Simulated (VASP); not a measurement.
Here is a VASP 6.6.1 calculation.

The input INCAR:

```
PREC     = Accurate       # precision mode
ENCUT    = 520            # plane-wave cutoff, eV
EDIFF    = 1E-7           # SCF threshold, eV
ISMEAR   = 0              # smearing method
SIGMA    = 0.1            # smearing width, eV
LREAL    = False          # projectors in reciprocal space
LASPH    = True           # aspherical terms in the spheres
NELM     = 80             # most SCF steps
ALGO     = Normal         # electronic algorithm
ISIF     = 2              # what is computed and relaxed
LWAVE    = False          # write WAVECAR
LCHARG   = False          # write CHGCAR
GGA      = PE             # functional
NBANDS   = 41             # bands
```

Contents of KPOINTS:

```
Automatic mesh
0
Gamma
  6 6 2
```

File POSCAR:

```
Ir2Ru
1.0
    2.7095134000      0.0000000000      0.0000000000
   -1.3547567000      2.3465074400      0.0000000000
    0.0000000000      0.0000000000     13.1498101000
Ru Ir
2 4
Direct
    0.6666666700      0.3333333300      0.3333333300
    0.6666666700      0.3333333300      0.6666666700
    0.3333333300      0.6666666700      0.8333333300
    0.3333333300      0.6666666700      0.1666666700
    0.3333333300      0.6666666700      0.5000000000
    0.6666666700      0.3333333300      0.0000000000
```

Potentials or basis: VASP PAW PBE potentials, release 64 (Ru_pv, Ir).

Command:

```sh
$ cat potpaw_PBE.64/Ru_pv/POTCAR potpaw_PBE.64/Ir/POTCAR > POTCAR
$ mpirun -np 1 vasp_std > vasp.out
```

**Question.** Estimate the pressure.

**Answer.** 10.2 GPa.

**Question.** What does it give for the largest force?

**Answer.** 0.696 eV/Å.

**Question.** What does it give for the band gap on the k mesh?

**Answer.** Zero (band 32 reaches 12.48 eV, above the bottom of band 33 at 9.69 eV).

Stress tensor (GPa, compression positive):
```
13.82  0.00  0.00
 0.00 13.82  0.00
 0.00  0.00  2.93
```

Caveat: the k points lie up to 0.45 Å⁻¹ apart; spin-orbit coupling is left out, which moves the levels of the heavy elements.
